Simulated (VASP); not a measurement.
# PdPtS3 (P6mm) in VASP: single point with PBE

Aim: the single point of PdPtS3 with PBE.

All numbers are computed with VASP 6.6.1; they aren't measurements. Logs are shortened: lines on timing, memory, paths and dates and some standing lists are left out, and cuts for length are marked.

**1. The cell of the first run**

The structure is hexagonal, space group P6mm (No. 183). Conventional cell: a = 4.155 Å, b = 4.155 Å, c = 6.633 Å, α = 90.00°, β = 90.00°, γ = 120.00°. Pd (site symmetry 6mm) has 7 S at 1.87 to 2.49 Å and 1 Pt at 2.33 Å within 2.5 Å. Within 3.1 Å of Pt (site symmetry 6mm) lie 1 Pd at 2.33 Å and 7 S at 2.43 to 2.93 Å. S (site symmetry 3m) has 3 S at 2.40 Å and 3 Pd at 2.49 Å and 3 Pt at 2.93 Å within 3.2 Å. S (site symmetry 6mm) has 1 Pd at 1.87 Å and 1 Pt at 2.43 Å within 2.5 Å.

**2. Single point, PBE**

File INCAR:

```
PREC = Accurate ; ENCUT = 520
EDIFF = 1E-7 ; ISMEAR = 0
SIGMA = 0.1 ; LREAL = False
LASPH = True ; NELM = 80
ALGO = Normal ; ISIF = 2
LWAVE = False ; LCHARG = False
GGA = PE ; NBANDS = 27
```

File KPOINTS:

```
regular mesh
0
Gamma
  6 6 4
```

File POSCAR:

```
PdPtS3
1.0
    4.1547354000      0.0000000000      0.0000000000
   -2.0773677000      3.5981064000      0.0000000000
    0.0000000000      0.0000000000      6.6329337800
Pd Pt S
1 1 3
Direct
    0.0000000000      0.0000000000      0.8540008400
    0.0000000000      0.0000000000      0.2056290100
    0.3333333300      0.6666666700      0.9522886000
    0.6666666700      0.3333333300      0.9522886000
    0.0000000000      0.0000000000      0.5725467500
```

Potentials or basis: VASP PAW PBE potentials, release 64 (Pd, Pt, S).

Command:

```sh
> cat potpaw_PBE.64/Pd/POTCAR potpaw_PBE.64/Pt/POTCAR potpaw_PBE.64/S/POTCAR > POTCAR
> mpirun -np 1 vasp_std > vasp.out
```

OUTCAR:

```text
PREC = Accurate
   ENCUT = 520
   EDIFF = 1E-7
   ISMEAR = 0
   LREAL = False
   LASPH = True
   NELM = 80
   ISIF = 2
   GGA = PE

 ion  position               nearest neighbor table
   1  0.000  0.000  0.854-   5 1.87   2 2.33   4 2.49   3 2.49   3 2.49   4 2.49   4 2.49   3 2.49

   2  0.000  0.000  0.206-   1 2.33   5 2.43   4 2.93   3 2.93   3 2.93   4 2.93   4 2.93   3 2.93

   3  0.333  0.667  0.952-   4 2.40   4 2.40   4 2.40   1 2.49   1 2.49   1 2.49   2 2.93   2 2.93
                             2 2.93
   4  0.667  0.333  0.952-   3 2.40   3 2.40   3 2.40   1 2.49   1 2.49   1 2.49   2 2.93   2 2.93
                             2 2.93
   5  0.000  0.000  0.573-   1 1.87   2 2.43

  LATTYP: Found a hexagonal cell.
 ALAT       =     4.1547354000
 C/A-ratio  =     1.5964756215

  Lattice vectors:

 A1 = (   4.1547354000,   0.0000000000,   0.0000000000)
 A2 = (  -2.0773677000,   3.5981064000,   0.0000000000)
 A3 = (   0.0000000000,   0.0000000000,   6.6329337800)

Analysis of symmetry for initial positions (statically):
=====================================================================
 Subroutine PRICEL returns:
 Original cell was already a primitive cell.

 Routine SETGRP: Setting up the symmetry group for a
 hexagonal supercell.

 Subroutine GETGRP returns: Found 12 space group operations
 (whereof 12 operations were pure point group operations)
 out of a pool of 24 trial point group operations.

The static configuration has the point symmetry C_6v.

Analysis of symmetry for dynamics (positions and initial velocities):
=====================================================================
 Subroutine PRICEL returns:
 Original cell was already a primitive cell.

 Routine SETGRP: Setting up the symmetry group for a
 hexagonal supercell.

 Subroutine GETGRP returns: Found 12 space group operations
 (whereof 12 operations were pure point group operations)
 out of a pool of 24 trial point group operations.

The dynamic configuration has the point symmetry C_6v.

 Subroutine INISYM returns: Found 12 space group operations
 (whereof 12 operations are pure point group operations),
 and found     1 'primitive' translations

----------------------------------------------------------------------------------------

                                     Primitive cell

  volume of cell :      99.1569

  direct lattice vectors                    reciprocal lattice vectors
     4.154735400  0.000000000  0.000000000     0.240689215  0.138961983  0.000000000
    -2.077367700  3.598106400  0.000000000     0.000000000  0.277923966  0.000000000
     0.000000000  0.000000000  6.632933780     0.000000000  0.000000000  0.150762850

  length of vectors
     4.154735400  4.154735398  6.632933780     0.277923966  0.277923966  0.150762850

  position of ions in fractional coordinates (direct lattice)
     0.000000000  0.000000000  0.854000840
     0.000000000  0.000000000  0.205629010
     0.333333330  0.666666670  0.952288600
     0.666666670  0.333333330  0.952288600
     0.000000000  0.000000000  0.572546750

  ion indices of the primitive-cell ions
   primitive index   ion index
                 1           1
                 2           2
                 3           3
                 4           4
                 5           5

----------------------------------------------------------------------------------------

 KPOINTS: regular mesh

Automatic generation of k-mesh.
 Grid dimensions read from file:
 generate k-points for:    6    6    4

 Generating k-lattice:

  Cartesian coordinates                     Fractional coordinates (reciprocal lattice)
     0.040114869  0.023160330  0.000000000     0.166666667  0.000000000  0.000000000
     0.000000000  0.046320661  0.000000000     0.000000000  0.166666667  0.000000000
     0.000000000  0.000000000  0.037690712     0.000000000  0.000000000  0.250000000

  Length of vectors
     0.046320661  0.046320661  0.037690712

  Shift w.r.t. Gamma in fractional coordinates (k-lattice)
     0.000000000  0.000000000  0.000000000

 Subroutine IBZKPT returns following result:
 ===========================================

 Found     21 irreducible k-points:

 Following reciprocal coordinates:
            Coordinates               Weight
  0.000000  0.000000  0.000000      1.000000
  0.166667  0.000000  0.000000      6.000000
  0.333333  0.000000  0.000000      6.000000
  0.500000  0.000000  0.000000      3.000000
  0.166667  0.166667  0.000000      6.000000
  0.333333  0.166667  0.000000     12.000000
[... 13 lines left out ...]
  0.333333  0.166667  0.500000     12.000000
  0.333333  0.333333  0.500000      2.000000
   k-points           NKPTS =     21   k-points in BZ     NKDIM =     21   number of bands    NBANDS=     27
   number of dos      NEDOS =    301   number of ions     NIONS =      5
   total plane-waves  NPLWV =  51200
   dimension x,y,z NGX =    32 NGY =   32 NGZ =   50
   dimension x,y,z NGXF=    64 NGYF=   64 NGZF=  100
   ions per type =               1   1   3
   NGX,Y,Z   is equivalent  to a cutoff of  12.80, 12.80, 12.53 a.u.
   NGXF,Y,Z  is equivalent  to a cutoff of  25.61, 25.61, 25.06 a.u.
 SYSTEM =  unknown system
   PREC   = accura    normal or accurate (medium, high low for compatibility)
   ISTART =      0    job   : 0-new  1-cont  2-samecut
   ICHARG =      2    charge: 1-file 2-atom 10-const
   ISPIN  =      1    spin polarized calculation?
   LNONCOLLINEAR =      F non collinear calculations
   LSORBIT =      F    spin-orbit coupling
   LASPH  =      T    aspherical Exc in radial PAW
   ENCUT  =  520.0 eV  38.22 Ry    6.18 a.u.   7.73  7.73 12.33*2*pi/ulx,y,z
   NELM   =     80;   NELMIN=  2; NELMDL= -5     # of ELM steps
   EDIFF  = 0.1E-06   stopping-criterion for ELM
   LREAL  =      F    real-space projection
   EDIFFG = 0.1E-05   stopping-criterion for IOM
   NSW    =      0    number of steps for IOM
   IBRION =     -1    ionic relax: 0-MD 1-quasi-New 2-CG
   NFREE  =      0    steps in history (QN), initial steepest desc. (CG)
   ISIF   =      2    stress and relaxation
   ISYM   =      2    0-nonsym 1-usesym 2-fastsym
   POTIM  = 0.5000    time-step for ionic-motion
   TEBEG  =    0.0;   TEEND  =   0.0 temperature during run
   PSTRESS=    0.0 pullay stress
   NELECT =      38.0000    total number of electrons
   NUPDOWN=      -1.0000    fix difference up-down
   EMIN   =  10.00;   EMAX   =-10.00  energy-range for DOS
   EFERMI =   0.00;   METHOD = LEGACY
   ISMEAR =     0;   SIGMA  =   0.10  broadening in eV -4-tet -1-fermi 0-gaus
   EFERMI_NEDOS =   21; number of points for ismear=-14 and -15
   IALGO  =     38    algorithm
   IMIX   =      4    mixing-type and parameters
     AMIX     =   0.40;   BMIX     =  1.00
     AMIX_MAG =   1.60;   BMIX_MAG =  1.00
  volume/ion in A,a.u.               =      19.83       133.83
  Fermi-wavevector in a.u.,A,eV,Ry     =   1.189127  2.247125 19.238961  1.414024
  Thomas-Fermi vector in A             =   2.325242
   LORBIT       =      0    0 simple, 1 ext, 2 COOP (PROOUT), +10 PAW based schemes
   GGA     = PE    functional components
   LHFCALC =     F    Hartree Fock is set to
   AEXX    =    0.0000 exact exchange contribution
   IVDW    =     0    specifies the selected vdW correction
   LEPSILON=     F    determine dielectric tensor
   LRPA    =     F    only Hartree local field effects (RPA)
 non-spin polarized calculation
 Gauss-broadening in eV      SIGMA  =   0.10
  energy-cutoff  :      520.00
  volume of cell :       99.16
 maximum number of plane-waves:      2701
 NGX is ok and might be reduce to    32
   NGX = 15   NGY = 15   NGZ = 25

 number of electron      37.9999998 magnetization

 Free energy of the ion-electron system (eV)
  ---------------------------------------------------
  ext. energy  EPLUGINS =         0.00000000
  ---------------------------------------------------
  free energy    TOTEN  =       -16.57372918 eV

  energy without entropy =      -16.54324307  energy(sigma->0) =      -16.55848612

 E-fermi :   5.7225     XC(G=0): -10.0509

 val. band max:        5.6940499150   @ k =   0.5000   0.0000   0.2500
 cond. band min:       5.7425916332   @ k =   0.3333   0.0000   0.2500
 fundamental gap:      0.0485417182
 Fermi energy:         5.7224904411

 k-point     1 :       0.0000    0.0000    0.0000
  band No.  band energies     occupation
      1     -11.2928      2.00000
      2      -7.8164      2.00000
      3      -4.4122      2.00000
      4      -2.4108      2.00000
      5      -2.4108      2.00000
      6      -1.4159      2.00000
[... 19 lines left out ...]
     26      13.6907      0.00000
     27      13.8365      0.00000

 k-point     2 :       0.1667    0.0000    0.0000
  band No.  band energies     occupation
      1     -11.0403      2.00000
      2      -7.7902      2.00000
      3      -5.6976      2.00000
      4      -2.4227      2.00000
      5      -1.4693      2.00000
      6      -1.0120      2.00000
[... 19 lines left out ...]
     26      13.1378      0.00000
     27      13.7615      0.00000

 k-point     3 :       0.3333    0.0000    0.0000
  band No.  band energies     occupation
      1     -10.3403      2.00000
      2      -7.7748      2.00000
      3      -7.2928      2.00000
      4      -2.4562      2.00000
      5      -1.3049      2.00000
      6      -0.5521      2.00000
[... 19 lines left out ...]
     26      12.7934      0.00000
     27      14.1317      0.00000

 k-point     4 :       0.5000    0.0000    0.0000
  band No.  band energies     occupation
      1      -9.6614      2.00000
      2      -8.3805      2.00000
      3      -7.6454      2.00000
      4      -2.4768      2.00000
      5      -0.8997      2.00000
      6      -0.8442      2.00000
[... 19 lines left out ...]
     26      12.3692      0.00000
     27      13.0765      0.00000
[... 426 lines left out ...]
      4      -2.6705      2.00000
      5      -2.1300      2.00000
      6      -0.8356      2.00000
[... 19 lines left out ...]
     26      12.8766      0.00000
     27      13.0519      0.00000

 k-point    20 :       0.3333    0.1667    0.5000
  band No.  band energies     occupation
      1      -9.7399      2.00000
      2      -8.1488      2.00000
      3      -7.5590      2.00000
      4      -2.9750      2.00000
      5      -1.9707      2.00000
      6      -0.8648      2.00000
[... 19 lines left out ...]
     26      11.8276      0.00000
     27      13.2760      0.00000

 k-point    21 :       0.3333    0.3333    0.5000
  band No.  band energies     occupation
      1      -8.9557      2.00000
      2      -8.9557      2.00000
      3      -7.5617      2.00000
      4      -3.3716      2.00000
      5      -1.8901      2.00000
      6      -0.8285      2.00000
[... 19 lines left out ...]
     26      11.1135      0.00000
     27      14.3040      0.00000

------------------------ aborting loop because EDIFF is reached ----------------------------------------

  FORCE on cell =-STRESS in cart. coord.  units (eV):
  Direction    XX          YY          ZZ          XY          YZ          ZX
  --------------------------------------------------------------------------------------
  -------------------------------------------------------------------------------------
  Total       10.6084079     10.6084079     25.7419377      0.0000000     -0.0000000      0.0000000
  in kB      171.4106338    171.4106335    415.9381766      0.0000000     -0.0000000      0.0000000
  external PRESSURE =     252.9198146 kB  Pullay stress =       0.0000000 kB

 VOLUME and BASIS-vectors are now :
 -----------------------------------------------------------------------------
  energy-cutoff  :      520.00
  volume of cell :       99.16
      direct lattice vectors                 reciprocal lattice vectors
     4.154735400  0.000000000  0.000000000     0.240689215  0.138961983  0.000000000
    -2.077367700  3.598106400  0.000000000     0.000000000  0.277923966  0.000000000
     0.000000000  0.000000000  6.632933780     0.000000000  0.000000000  0.150762850

 POSITION                                       TOTAL-FORCE (eV/Angst)
 -----------------------------------------------------------------------------------
      0.00000      0.00000      5.66453        -0.000000      0.000000      4.939791
      0.00000      0.00000      1.36392        -0.000000      0.000000      5.289916
     -0.00000      2.39874      6.31647         0.000000     -0.000000      1.497419
      2.07737      1.19937      6.31647        -0.000000      0.000000      1.497419
      0.00000      0.00000      3.79766        -0.000000      0.000000    -13.224544
 -----------------------------------------------------------------------------------
    total drift:                               -0.000000     -0.000000     -0.000643

  FREE ENERGIE OF THE ION-ELECTRON SYSTEM (eV)
  ---------------------------------------------------
  free  energy   TOTEN  =       -16.5737291776 eV

  energy  without entropy=      -16.5432430715  energy(sigma->0) =      -16.55848612
```

It took 97 s on 1 thread of AMD EPYC 7R13 (Zen 3), shared host; peak memory 0.21 GiB.

What came out:

```yaml
Free_energy: -16.5737 eV
Pressure: 25.3 GPa
Largest_force: 13.225 eV/Å
Band_gap_on_the_k_mesh: zero (band 19 reaches 6.04 eV, above the bottom of band 20 at 5.50 eV)
```

Forces in eV/Å, atoms in the order of the input:
```
Pd    0.000   0.000   4.940
Pt    0.000   0.000   5.290
S     0.000   0.000   1.497
S     0.000   0.000   1.497
S     0.000   0.000 -13.225
```

Stress tensor (GPa, compression positive):
```
17.14  0.00  0.00
 0.00 17.14  0.00
 0.00  0.00 41.59
```

Levels at points of the mesh, in eV from the Fermi level:
```csv
k point,band 15,band 16,band 17,band 18,band 19,band 20,band 21,band 22,band 23,band 24
"(0.00, 0.00, 0.00)",-1.45,-1.45,-0.96,-0.96,-0.42,0.41,1.06,1.06,2.05,5.55
"(0.50, 0.00, 0.00)",-1.78,-1.43,-1.43,-1.05,-0.48,0.46,0.61,3.33,3.37,5.27
"(0.00, 0.00, 0.50)",-0.95,-0.95,-0.57,-0.57,-0.42,-0.22,0.69,0.69,2.52,5.42
"(0.50, 0.00, 0.50)",-1.44,-1.43,-1.07,0.17,0.32,0.41,0.47,2.33,3.37,4.63
```

Caveat: spin-orbit coupling is left out, which moves the levels of the heavy elements; forces of over 1 eV/Å act on the atoms, so gaps and moduli don't describe the material at rest.
